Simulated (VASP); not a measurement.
# P (Cmmm) in VASP: a series of runs, part 2 of 3

VASP 6.6.1.

## 3. Single point, LDA (strain +0.0100 x Voigt [0, 0, 0, 0, 0, 1])

The input, INCAR:

```
SYSTEM = P
PREC = Accurate
ENCUT = 520
EDIFF = 1E-6
ISMEAR = 0
SIGMA = 0.15
LREAL = .FALSE.
LASPH = .TRUE.
NELM = 60
ALGO = Normal
ISIF = 2
LWAVE = .FALSE.
LCHARG = .FALSE.
GGA = CA
NBANDS = 8
```

The input, KPOINTS:

```
regular mesh
0
G
  12 12 12
  0 0 0
```

The input, POSCAR:

```
P
1.0
    4.2729048574      0.0213645243      0.0000000000
    0.0213645243      4.2729048574      0.0000000000
    0.0000000000      0.0000000000      4.3780000000
P
1
Direct
    0.0000000000      0.0000000000      0.0000000000
```

Potentials or basis: VASP PAW LDA potentials, release 64 (P).

Run with:

```
> cat potpaw_LDA.64/P/POTCAR > POTCAR
> mpirun -np 1 vasp_std > vasp.out
```

OUTCAR:

```text
SYSTEM = P
   PREC = Accurate
   ENCUT = 520
   EDIFF = 1E-6
   ISMEAR = 0
   LREAL = .FALSE.
   LASPH = .TRUE.
   NELM = 60
   ISIF = 2
   GGA = CA

 ion  position               nearest neighbor table
   1  0.000  0.000  0.000-

  LATTYP: Found a base centered orthorhombic cell.
 ALAT       =     6.0125860000
 B/A-ratio  =     1.0100502513
 C/A-ratio  =     0.7281392732

  Lattice vectors:

 A1 = (  -0.0213645243,  -4.2729048574,   0.0000000000)
 A2 = (   4.2729048574,   0.0213645243,   0.0000000000)
 A3 = (   0.0000000000,   0.0000000000,   4.3780000000)

Analysis of symmetry for initial positions (statically):
=====================================================================
 Subroutine PRICEL returns:
 Original cell was already a primitive cell.

 Routine SETGRP: Setting up the symmetry group for a
 base centered orthorhombic supercell.

 Subroutine GETGRP returns: Found  8 space group operations
 (whereof  8 operations were pure point group operations)
 out of a pool of  8 trial point group operations.

The static configuration has the point symmetry D_2h.

Analysis of symmetry for dynamics (positions and initial velocities):
=====================================================================
 Subroutine PRICEL returns:
 Original cell was already a primitive cell.

 Routine SETGRP: Setting up the symmetry group for a
 base centered orthorhombic supercell.

 Subroutine GETGRP returns: Found  8 space group operations
 (whereof  8 operations were pure point group operations)
 out of a pool of  8 trial point group operations.

The dynamic configuration has the point symmetry D_2h.

 Subroutine INISYM returns: Found  8 space group operations
 (whereof  8 operations are pure point group operations),
 and found     1 'primitive' translations

----------------------------------------------------------------------------------------

                                     Primitive cell

  volume of cell :      79.9303

  direct lattice vectors                    reciprocal lattice vectors
     4.272904857  0.021364524  0.000000000     0.234038677 -0.001170193  0.000000000
     0.021364524  4.272904857  0.000000000    -0.001170193  0.234038677  0.000000000
     0.000000000  0.000000000  4.378000000     0.000000000  0.000000000  0.228414801

  length of vectors
     4.272958268  4.272958268  4.378000000     0.234041603  0.234041603  0.228414801

  position of ions in fractional coordinates (direct lattice)
     0.000000000  0.000000000  0.000000000

  ion indices of the primitive-cell ions
   primitive index   ion index
                 1           1

----------------------------------------------------------------------------------------

 KPOINTS: regular mesh

Automatic generation of k-mesh.
 Grid dimensions read from file:
 generate k-points for:   12   12   12

 Generating k-lattice:

  Cartesian coordinates                     Fractional coordinates (reciprocal lattice)
     0.019503223 -0.000097516  0.000000000     0.083333333  0.000000000  0.000000000
    -0.000097516  0.019503223  0.000000000     0.000000000  0.083333333  0.000000000
     0.000000000  0.000000000  0.019034567     0.000000000  0.000000000  0.083333333

  Length of vectors
     0.019503467  0.019503467  0.019034567

  Shift w.r.t. Gamma in fractional coordinates (k-lattice)
     0.000000000  0.000000000  0.000000000

 Subroutine IBZKPT returns following result:
 ===========================================

 Found    301 irreducible k-points:

 Following reciprocal coordinates:
            Coordinates               Weight
  0.000000  0.000000  0.000000      1.000000
  0.083333  0.000000  0.000000      4.000000
  0.166667  0.000000  0.000000      4.000000
  0.250000  0.000000  0.000000      4.000000
  0.333333  0.000000  0.000000      4.000000
  0.416667  0.000000  0.000000      4.000000
[... 16 lines left out ...]
  0.500000  0.166667  0.000000      4.000000
 -0.416667  0.166667  0.000000      4.000000
 [... further k-points ...]
   k-points           NKPTS =    301   k-points in BZ     NKDIM =    301   number of bands    NBANDS=      8
   number of dos      NEDOS =    301   number of ions     NIONS =      1
   total plane-waves  NPLWV =  36864
   dimension x,y,z NGX =    32 NGY =   32 NGZ =   36
   dimension x,y,z NGXF=    64 NGYF=   64 NGZF=   72
   ions per type =               1
   NGX,Y,Z   is equivalent  to a cutoff of  12.45, 12.45, 13.67 a.u.
   NGXF,Y,Z  is equivalent  to a cutoff of  24.90, 24.90, 27.34 a.u.
 SYSTEM =  P
   PREC   = accura    normal or accurate (medium, high low for compatibility)
   ISTART =      0    job   : 0-new  1-cont  2-samecut
   ICHARG =      2    charge: 1-file 2-atom 10-const
   ISPIN  =      1    spin polarized calculation?
   LNONCOLLINEAR =      F non collinear calculations
   LSORBIT =      F    spin-orbit coupling
   LASPH  =      T    aspherical Exc in radial PAW
   ENCUT  =  520.0 eV  38.22 Ry    6.18 a.u.   7.94  7.94  8.14*2*pi/ulx,y,z
   NELM   =     60;   NELMIN=  2; NELMDL= -5     # of ELM steps
   EDIFF  = 0.1E-05   stopping-criterion for ELM
   LREAL  =      F    real-space projection
   EDIFFG = 0.1E-04   stopping-criterion for IOM
   NSW    =      0    number of steps for IOM
   IBRION =     -1    ionic relax: 0-MD 1-quasi-New 2-CG
   NFREE  =      0    steps in history (QN), initial steepest desc. (CG)
   ISIF   =      2    stress and relaxation
   ISYM   =      2    0-nonsym 1-usesym 2-fastsym
   POTIM  = 0.5000    time-step for ionic-motion
   TEBEG  =    0.0;   TEEND  =   0.0 temperature during run
   PSTRESS=    0.0 pullay stress
   NELECT =       5.0000    total number of electrons
   NUPDOWN=      -1.0000    fix difference up-down
   EMIN   =  10.00;   EMAX   =-10.00  energy-range for DOS
   EFERMI =   0.00;   METHOD = LEGACY
   ISMEAR =     0;   SIGMA  =   0.15  broadening in eV -4-tet -1-fermi 0-gaus
   EFERMI_NEDOS =   21; number of points for ismear=-14 and -15
   IALGO  =     38    algorithm
   IMIX   =      4    mixing-type and parameters
     AMIX     =   0.40;   BMIX     =  1.00
     AMIX_MAG =   1.60;   BMIX_MAG =  1.00
  volume/ion in A,a.u.               =      79.93       539.40
  Fermi-wavevector in a.u.,A,eV,Ry     =   0.649872  1.228080  5.746195  0.422333
  Thomas-Fermi vector in A             =   1.718968
   LORBIT       =      0    0 simple, 1 ext, 2 COOP (PROOUT), +10 PAW based schemes
   GGA     = CA    functional components
   LHFCALC =     F    Hartree Fock is set to
   AEXX    =    0.0000 exact exchange contribution
   IVDW    =     0    specifies the selected vdW correction
   LEPSILON=     F    determine dielectric tensor
   LRPA    =     F    only Hartree local field effects (RPA)
 non-spin polarized calculation
 Gauss-broadening in eV      SIGMA  =   0.15
  energy-cutoff  :      520.00
  volume of cell :       79.93
 maximum number of plane-waves:      2196
   NGX = 15   NGY = 15   NGZ = 17

 number of electron       4.9999999 magnetization

 Free energy of the ion-electron system (eV)
  ---------------------------------------------------
  ext. energy  EPLUGINS =         0.00000000
  ---------------------------------------------------
  free energy    TOTEN  =        -1.28041902 eV

  energy without entropy =       -1.24286707  energy(sigma->0) =       -1.26164305

 E-fermi :  -3.2173     XC(G=0):  -5.3439

 val. band max:       -3.2187069805   @ k =  -0.2500   0.2500   0.3333
 cond. band min:      -3.2169573044   @ k =   0.2500   0.0833   0.5000
 fundamental gap:      0.0017496761
 Fermi energy:        -3.2173293476

 k-point     1 :       0.0000    0.0000    0.0000
  band No.  band energies     occupation
      1     -11.9197      2.00000
      2      -2.7620      0.00002
      3      -2.6589      0.00000
      4      -2.6489      0.00000
      5       1.1990      0.00000
      6       4.1527      0.00000
      7       4.2428      0.00000
      8       8.8015      0.00000
[... 243 lines left out ...]
 k-point    24 :      -0.4167    0.1667    0.0000
  band No.  band energies     occupation
      1     -11.7186      2.00000
      2      -3.9207      2.00000
      3      -2.8904      0.00206
      4      -2.5832      0.00000
      5       3.1975      0.00000
      6       4.0668      0.00000
      7       5.3011      0.00000
      8       6.2576      0.00000

 [... further k-points ...]

------------------------ aborting loop because EDIFF is reached ----------------------------------------

  FORCE on cell =-STRESS in cart. coord.  units (eV):
  Direction    XX          YY          ZZ          XY          YZ          ZX
  --------------------------------------------------------------------------------------
  -------------------------------------------------------------------------------------
  Total       -2.1270548     -2.1270548     -1.9153731     -0.0208596      0.0000000      0.0000000
  in kB      -42.6361434    -42.6361434    -38.3930513     -0.4181246      0.0000000      0.0000000
  external PRESSURE =     -41.2217794 kB  Pullay stress =       0.0000000 kB

 VOLUME and BASIS-vectors are now :
 -----------------------------------------------------------------------------
  energy-cutoff  :      520.00
  volume of cell :       79.93
      direct lattice vectors                 reciprocal lattice vectors
     4.272904857  0.021364524  0.000000000     0.234038677 -0.001170193  0.000000000
     0.021364524  4.272904857  0.000000000    -0.001170193  0.234038677  0.000000000
     0.000000000  0.000000000  4.378000000     0.000000000  0.000000000  0.228414801

 POSITION                                       TOTAL-FORCE (eV/Angst)
 -----------------------------------------------------------------------------------
      0.00000      0.00000      0.00000         0.000000      0.000000      0.000000
 -----------------------------------------------------------------------------------
    total drift:                                0.000000      0.000000      0.000000

  FREE ENERGIE OF THE ION-ELECTRON SYSTEM (eV)
  ---------------------------------------------------
  free  energy   TOTEN  =        -1.2804190238 eV

  energy  without entropy=       -1.2428670669  energy(sigma->0) =       -1.26164305
```

stdout:

```text
POSCAR found type information on POSCAR P
 POSCAR found :  1 types and       1 ions
 scaLAPACK will be used
 LDA part: xc-table for (Slater(with rela. corr.)+CA(PZ))
 , standard interpolation
 POSCAR, INCAR and KPOINTS ok, starting setup
 FFT: planning ... GRIDC
 FFT: planning ... GRID_SOFT
 FFT: planning ... GRID
 WAVECAR not read
 entering main loop
```

Wall time 63 s (1 thread of Intel Xeon Platinum 8488C (Sapphire Rapids), shared host); peak memory 0.27 GiB.

What came out:

```
Free energy            : -1.2804 eV
Pressure               : -4.1 GPa
Band gap on the k mesh : zero (an odd number of electrons rules out a gap without spin polarisation)
```

Caveat: the cell differs from its parent crystal (strain +0.0100 x Voigt [0, 0, 0, 0, 0, 1]); the cell stands under tension; the atoms stand far beyond bonding distance, and open shells without spin polarisation read as a metal.

(Part 2 of 3 ends here.)
